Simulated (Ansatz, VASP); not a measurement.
# Hg in VASP and in Ansatz

```
Hg
1.0
    -1.58767    1.58767    1.58767
     1.58767   -1.58767    1.58767
     1.58767    1.58767   -1.58767
Hg
1
Direct
  0.00000 0.00000 0.00000
```

Change from the starting cell: volume scaled by 0.55, LAPW.

Alike in both runs: task single point; functional PBE; k mesh 14 × 14 × 14; occupations fermi-dirac, width 0.1 eV; no spin polarisation.

|  | VASP | Ansatz |
| --- | --- | --- |
| version | VASP 6.6.1 | Ansatz 0.2.0 |
| potentials or method | VASP PAW PBE potentials, release 64 (Hg), cutoff 500 eV | all-electron LAPW, scalar-relativistic |

VASP gave:

* pressure (GPa): 70.5

Which values does Ansatz return?

Pressure (GPa): 67.6.

Both programs put the cell under a high pressure, so it lies far from rest at this level. Ansatz ran all-electron here, and VASP with PAW potentials.

Spin-orbit coupling is off throughout. Noted on VASP's run: the cell as given lies far from equilibrium.
